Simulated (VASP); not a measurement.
# BaTe in VASP: a series of runs, part 2 of 2

VASP 6.6.1.

## (4) Single point, PBE (strain -0.050 along x and y, -0.025 along z)

INCAR reads:

```
SYSTEM = BaTe
ALGO = Normal
EDIFF = 1E-6
ENCUT = 520
GGA = PE
ISIF = 2
ISMEAR = 0
LASPH = .TRUE.
LCHARG = .FALSE.
LREAL = .FALSE.
LWAVE = .FALSE.
NBANDS = 15
NELM = 60
PREC = Accurate
SIGMA = 0.05
```

KPOINTS reads:

```
k-points
0
G
  6 6 6
  0 0 0
```

POSCAR reads:

```
BaTe
1.0
    4.0493427000      0.0000000000      0.0000000000
    0.0000000000      4.0493427000      0.0000000000
    0.0000000000      0.0000000000      4.1559043500
Ba Te
1 1
Direct
    0.0000000000      0.0000000000      0.0000000000
    0.5000000000      0.5000000000      0.5000000000
```

Potentials or basis: VASP PAW PBE potentials, release 64 (Ba_sv, Te).

Command:

```
> cat potpaw_PBE.64/Ba_sv/POTCAR potpaw_PBE.64/Te/POTCAR > POTCAR
> mpirun -np 1 vasp_std > vasp.out
```

OUTCAR:

```text
SYSTEM = BaTe
   EDIFF = 1E-6
   ENCUT = 520
   GGA = PE
   ISIF = 2
   ISMEAR = 0
   LASPH = .TRUE.
   LREAL = .FALSE.
   NELM = 60
   PREC = Accurate

 ion  position               nearest neighbor table
   1  0.000  0.000  0.000-   2 3.54   2 3.54   2 3.54   2 3.54   2 3.54   2 3.54   2 3.54   2 3.54

   2  0.500  0.500  0.500-   1 3.54   1 3.54   1 3.54   1 3.54   1 3.54   1 3.54   1 3.54   1 3.54

  LATTYP: Found a simple tetragonal cell.
 ALAT       =     4.0493427000
 C/A-ratio  =     1.0263157895

  Lattice vectors:

 A1 = (   4.0493427000,   0.0000000000,   0.0000000000)
[... 612 lines left out ...]
     13      10.1386      0.00000
     14      12.0830      0.00000
     15      12.5459      0.00000

 [... further k-points ...]
[... 5 lines left out ...]
  --------------------------------------------------------------------------------------
  -------------------------------------------------------------------------------------
  Total        2.6180799      2.6180799      1.7333770      0.0000000      0.0000000      0.0000000
  in kB       61.5543659     61.5543659     40.7538843      0.0000000      0.0000000      0.0000000
  external PRESSURE =      54.6208720 kB  Pullay stress =       0.0000000 kB

 VOLUME and BASIS-vectors are now :
 -----------------------------------------------------------------------------
  energy-cutoff  :      520.00
  volume of cell :       68.15
      direct lattice vectors                 reciprocal lattice vectors
     4.049342700  0.000000000  0.000000000     0.246953660  0.000000000  0.000000000
     0.000000000  4.049342700  0.000000000     0.000000000  0.246953660  0.000000000
     0.000000000  0.000000000  4.155904350     0.000000000  0.000000000  0.240621515

 POSITION                                       TOTAL-FORCE (eV/Angst)
 -----------------------------------------------------------------------------------
      0.00000      0.00000      0.00000         0.000000      0.000000      0.000000
      2.02467      2.02467      2.07795         0.000000      0.000000      0.000000
 -----------------------------------------------------------------------------------
    total drift:                                0.000000     -0.000000     -0.000000

  FREE ENERGIE OF THE ION-ELECTRON SYSTEM (eV)
  ---------------------------------------------------
  free  energy   TOTEN  =        -8.1373840039 eV

  energy  without entropy=       -8.1373839989  energy(sigma->0) =       -8.13738400
```

OSZICAR:

```text
N       E                     dE             d eps       ncg     rms          rms(c)
DAV:   1     0.805217322304E+02    0.80522E+02   -0.64857E+03  1200   0.910E+02
DAV:   2    -0.392186627172E+01   -0.84444E+02   -0.77450E+02  1665   0.162E+02
DAV:   3    -0.813614048737E+01   -0.42143E+01   -0.41793E+01  1672   0.380E+01
DAV:   4    -0.821543221710E+01   -0.79292E-01   -0.79281E-01  1532   0.538E+00
DAV:   5    -0.821719102621E+01   -0.17588E-02   -0.17588E-02  1626   0.691E-01    0.441E+00
DAV:   6    -0.813700216832E+01    0.80189E-01   -0.71000E-02  1431   0.179E+00    0.280E+00
DAV:   7    -0.813500695162E+01    0.19952E-02   -0.87296E-02  1525   0.201E+00    0.675E-01
DAV:   8    -0.813708136382E+01   -0.20744E-02   -0.14401E-02  1354   0.739E-01    0.202E-01
DAV:   9    -0.813723606779E+01   -0.15470E-03   -0.50610E-04  1585   0.166E-01    0.847E-02
DAV:  10    -0.813737425738E+01   -0.13819E-03   -0.20281E-04  1403   0.112E-01    0.199E-02
DAV:  11    -0.813738581833E+01   -0.11561E-04   -0.36248E-05  1645   0.371E-02    0.208E-02
DAV:  12    -0.813738265124E+01    0.31671E-05   -0.58929E-06  1417   0.185E-02    0.142E-02
DAV:  13    -0.813738395729E+01   -0.13060E-05   -0.15080E-06  1225   0.862E-03    0.315E-03
DAV:  14    -0.813738400392E+01   -0.46634E-07   -0.17089E-07   775   0.228E-03
   1 F= -.81373840E+01 E0= -.81373840E+01  d E =-.501733E-08
```

Wall time 15 s (1 thread of Intel Xeon 6975P-C (Granite Rapids), shared host); peak memory 0.2 GiB.

What came out:

```
Free energy            : -8.1374 eV
Pressure               : 5.5 GPa
Band gap on the k mesh : 0.33 eV, indirect (least direct gap 0.70 eV)
```

Stress tensor (GPa, compression positive):
```
6.16 0.00 0.00
0.00 6.16 0.00
0.00 0.00 4.08
```

Caveat: the cell differs from its parent crystal (strain -0.050 along x and y, -0.025 along z); spin-orbit coupling is left out, which moves the levels of the heavy elements.

## (5) Single point, PBE (strain -0.050 along x and y, +0.000 along z)

INCAR reads:

```
PREC     = Accurate       # precision mode
ENCUT    = 520            # plane-wave cutoff, eV
EDIFF    = 1E-6           # SCF threshold, eV
ISMEAR   = 0              # smearing method
SIGMA    = 0.05           # smearing width, eV
LREAL    = False          # projectors in reciprocal space
LASPH    = True           # aspherical terms in the spheres
NELM     = 60             # most SCF steps
ALGO     = Normal         # electronic algorithm
ISIF     = 2              # what is computed and relaxed
LWAVE    = False          # write WAVECAR
LCHARG   = True           # write CHGCAR
GGA      = PE             # functional
LELF     = True           # ELF
LVHAR    = True         
NBANDS   = 15             # bands
```

KPOINTS reads:

```
regular mesh
0
Gamma
  6 6 6
```

Edit POSCAR of step 4 so:

```diff
@@ -4,3 +4,3 @@
     0.0000000000      4.0493427000      0.0000000000
-    0.0000000000      0.0000000000      4.1559043500
+    0.0000000000      0.0000000000      4.2624660000
 Ba Te
```

Command:

```
> cat potpaw_PBE.64/Ba_sv/POTCAR potpaw_PBE.64/Te/POTCAR > POTCAR
> mpirun -np 1 vasp_std > vasp.out
```

Wall time 16 s (1 thread of Intel Xeon 6975P-C (Granite Rapids), shared host); peak memory 0.2 GiB.

Results (log left out):

```yaml
Free_energy: -8.1675 eV
Pressure: 4.2 GPa
Band_gap_on_the_k_mesh: 0.29 eV, indirect (least direct gap 0.65 eV)
```

Stress tensor (GPa, compression positive):
```
5.48 0.00 0.00
0.00 5.48 0.00
0.00 0.00 1.49
```

Levels at points of the mesh, in eV from the valence-band top:
```
           k point  band 6  band 7  band 8  band 9  band 10  band 11
(0.00, 0.00, 0.00)   -0.83   -0.37   -0.37    0.29     0.38     2.83
(0.50, 0.00, 0.00)   -3.93   -1.55   -0.94    1.30     4.46     4.99
(0.50, 0.50, 0.00)   -2.37   -2.37   -0.42    0.84     2.07     2.40
(0.00, 0.00, 0.50)   -3.93   -1.05   -1.05    1.12     4.63     4.69
(0.50, 0.00, 0.50)   -2.46   -2.26    0.00    0.65     2.67     2.77
(0.50, 0.50, 0.50)   -3.51   -3.51   -3.48    4.74     5.05     5.05
```

Caveat: the cell differs from its parent crystal (strain -0.050 along x and y, +0.000 along z); spin-orbit coupling is left out, which moves the levels of the heavy elements.

## (6) The runs side by side

| cell | gap on the mesh (eV) | pressure (GPa) |
| --- | --- | --- |
| a = 4.049 Å, 2 atoms | 0.36 | 6.9 |
| a = 4.476 Å, 2 atoms | 1.06 | -3.3 |
| a = 4.049, b = 4.049, c = 4.156 Å, 2 atoms | 0.33 | 5.5 |
| a = 4.049, b = 4.049, c = 4.262 Å, 2 atoms | 0.29 | 4.2 |

Alike in all rows: task single point; level PBE; potentials or basis VASP PAW PBE potentials, release 64 (Ba_sv, Te); no spin polarisation; k mesh 6 × 6 × 6; cutoff (eV) 520; smearing gaussian 0.05 eV.

Caveats: spin-orbit coupling is left out, which moves the levels of the heavy elements.

Total energies depend on the potentials used, so only differences within one code and one set of settings carry meaning.
